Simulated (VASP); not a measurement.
Here is a VASP 6.6.1 calculation.

The input INCAR:

```
  PREC = Accurate
  ENCUT = 600
  EDIFF = 1E-7
  ISMEAR = -1
  SIGMA = 0.1
  LREAL = False
  LASPH = True
  NELM = 100
  ALGO = Normal
  ISIF = 3
  LWAVE = False
  LCHARG = False
  IBRION = 2
  NSW = 50
  EDIFFG = -0.03
  PSTRESS = 400.0
```

The input KPOINTS:

```
regular mesh
0
Gamma
  7 7 4
```

The input POSCAR:

```
Hg
1.0
    3.2100000000      0.0000000000      0.0000000000
   -1.6050000000      2.7799415461      0.0000000000
    0.0000000000      0.0000000000      5.2419300000
Hg
2
Direct
    0.3333333333      0.6666666667      0.2500000000
    0.6666666667      0.3333333333      0.7500000000
```

Potentials or basis: VASP PAW LDA potentials, release 64 (Hg).

Run with:

```sh
$ cat potpaw_LDA.64/Hg/POTCAR > POTCAR
$ mpirun -np 1 vasp_std > vasp.out
```

(1) What does it give for the relaxed volume?

(2) Predict the space group after relaxing (to 0.1 Å).

(3) What does it give for the relaxed cell?

(4) Predict the band gap on the k mesh.

## Answers

(1) 16.72 Å³/atom.

(2) P6_3/mmc (No. 194).

(3) a = 2.841 Å, b = 2.841 Å, c = 4.782 Å, α = 90.00°, β = 90.00°, γ = 120.00°.

(4) zero (bands 12 and 13 overlap by 1.92 eV).

Caveat: the cell is relaxed towards a set pressure, so the run minimises the enthalpy, not the energy; the volume moved by over 15 % at a fixed basis, so the end points are rough; spin-orbit coupling is left out, which moves the levels of the heavy elements.
